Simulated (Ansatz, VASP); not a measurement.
Two plane-wave programs on Si2W

File INCAR:

```
PREC = Accurate ; ENCUT = 520
EDIFF = 1E-6 ; ISMEAR = 0
SIGMA = 0.03 ; LREAL = F
LASPH = T ; NELM = 100
ALGO = Normal ; ISIF = 2
LWAVE = F ; LCHARG = F
GGA = CA ; NBANDS = 43
```

File KPOINTS:

```
regular mesh
0
Gamma
  9 9 6
```

Contents of POSCAR:

```
Si2W
1.0
    4.6797998650      0.0000000000      0.0000000000
   -2.3398999325      4.0528255677      0.0000000000
    0.0000000000      0.0000000000      6.2119663407
Si W
6 3
Direct
    0.8678328536      0.7356657073      0.5000000000
    0.1321671464      0.8678328536      0.8333333333
    0.7356657073      0.8678328536      0.1666666667
    0.1321671464      0.2643342927      0.5000000000
    0.8678328536      0.1321671464      0.8333333333
    0.2643342927      0.1321671464      0.1666666667
    0.0000000000      0.5000000000      0.1666666667
    0.5000000000      0.5000000000      0.8333333333
    0.5000000000      0.0000000000      0.5000000000
```

Input for Ansatz:

```yaml
crystal:
  lattice:
    - [4.679799865, 0.0, 0.0]
    - [-2.3398999325, 4.0528255677, 0.0]
    - [0.0, 0.0, 6.2119663407]
  atoms:
    - { symbol: Si, position: [0.8678328536, 0.7356657073, 0.5] }
    - { symbol: Si, position: [0.1321671464, 0.8678328536, 0.8333333333] }
    - { symbol: Si, position: [0.7356657073, 0.8678328536, 0.1666666667] }
    - { symbol: Si, position: [0.1321671464, 0.2643342927, 0.5] }
    - { symbol: Si, position: [0.8678328536, 0.1321671464, 0.8333333333] }
    - { symbol: Si, position: [0.2643342927, 0.1321671464, 0.1666666667] }
    - { symbol: W, position: [0.0, 0.5, 0.1666666667] }
    - { symbol: W, position: [0.5, 0.5, 0.8333333333] }
    - { symbol: W, position: [0.5, 0.0, 0.5] }
basis:
  ecutwfc: 420
kpoints:
  mp_grid: { grid: [9, 9, 6] }
hamiltonian:
  xc: lda
  pseudopotentials: { kind: paw, azcp: { folder: soft_1 } }
scf:
  occupations: { method: gaussian, width: 0.03 }
output:
  forces: true
  stress: true
  eigenvalues: true
  write_density: true
  write_potential: true
  elf: true
  volumetric_format: npy
```

Alike in both runs: task single point; functional LDA; k mesh 9 × 9 × 6; occupations gaussian, width 0.03 eV; no spin polarisation.

```csv
,VASP,Ansatz
version,VASP 6.6.1,Ansatz 0.2.0
potentials or method,"VASP PAW LDA potentials, release 64 (Si, W_sv), cutoff 520 eV","scalar-relativistic, plane waves, PAW"
valence electrons in the cell,66,66
```

Ansatz gave:

| Quantity | Value |
| --- | --- |
| gap on the k mesh at the Fermi level (eV) | none |
| pressure (GPa) | 12.6 |
| traceless stress, the component that is largest in VASP (GPa) | 5.92 |
| rms of the force components (eV/Å) | 2.723 |

What did VASP give for the same quantities?

gap on the k mesh at the Fermi level (eV): none; pressure (GPa): 13.2; traceless stress, the component that is largest in VASP (GPa): 5.92; rms of the force components (eV/Å): 2.718.

Ansatz warns that its potentials were made for another functional, while VASP's fit it. LDA's correlation is that of Perdew and Zunger in VASP and of Perdew and Wang (1992) in Ansatz. Atom by atom the forces differ by 0.005 eV/Å (rms over components). A gap of «none» marks a metal or a gap that the smearing closes.

Neither program's run includes spin-orbit coupling.
